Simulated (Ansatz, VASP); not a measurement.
## Li2Ag3: VASP beside Ansatz

INCAR

```
PREC = Accurate ; ENCUT = 880
EDIFF = 1E-7 ; ISMEAR = 0
SIGMA = 0.1 ; LREAL = False
LASPH = True ; NELM = 120
ALGO = Normal ; ISIF = 3
LWAVE = False ; LCHARG = False
GGA = PE ; IBRION = 2
NSW = 90 ; EDIFFG = -0.04
GGA_COMPAT = False ; NELMIN = 4
```

Contents of KPOINTS:

```
regular mesh
0
Gamma
  6 6 6
```

File POSCAR:

```
Li2Ag3
1.0
    3.6740751100      0.0000000000      0.0000000000
    0.0000000000      3.6740751100      0.0000000000
    0.0000000000      0.0000000000      3.6740751100
Li Ag
2 3
Direct
    0.0000000000      0.0000000000      0.0000000000
    0.5000000000      0.5000000000      0.5000000000
    0.5000000000      0.0000000000      0.0000000000
    0.0000000000      0.5000000000      0.0000000000
    0.0000000000      0.0000000000      0.5000000000
```

Input for Ansatz:

```yaml
crystal:
  lattice:
    - [3.67407511, 0.0, 0.0]
    - [0.0, 3.67407511, 0.0]
    - [0.0, 0.0, 3.67407511]
  atoms:
    - { symbol: Li, position: [0.0, 0.0, 0.0] }
    - { symbol: Li, position: [0.5, 0.5, 0.5] }
    - { symbol: Ag, position: [0.5, 0.0, 0.0] }
    - { symbol: Ag, position: [0.0, 0.5, 0.0] }
    - { symbol: Ag, position: [0.0, 0.0, 0.5] }
basis:
  ecutwfc: 420
kpoints:
  mp_grid: { grid: [6, 6, 6] }
hamiltonian:
  xc: pbe
scf:
  occupations: { method: gaussian, width: 0.1 }
  lower_state_search: "off"
output:
  forces: true
  stress: true
  eigenvalues: true
relax:
  adjacent_minimum: "off"
  f_tol: 0.04
  max_steps: 70
  cell: { stress_tol: 0.4 }
```

Alike in both runs: task relaxation of cell and atoms; functional PBE; k mesh 6 × 6 × 6; occupations gaussian, width 0.1 eV; no spin polarisation.

```csv
,VASP,Ansatz
version,VASP 6.6.1,Ansatz 0.2.0
potentials or method,"VASP PAW PBE potentials, release 64 (Li_sv, Ag_sv_GW), cutoff 880 eV","scalar-relativistic, plane waves, PAW"
valence electrons in the cell,63,63
```

|  | VASP | Ansatz | Ansatz less VASP |
| --- | --- | --- | --- |
| gap on the k mesh at the Fermi level, each at its own relaxed structure (eV) | none | none | - |
| relaxed volume (Å³/atom) | 19.14 | 19.54 | +0.395 |
| relaxed length of the cell vector where the two differ most in proportion (Å) | 4.574 | 4.606 | +0.0312 |

A gap of «none» marks a metal or a gap that the smearing closes.

Noted on VASP's run: the volume moved by over 15 % at a fixed basis, so the end points are rough.
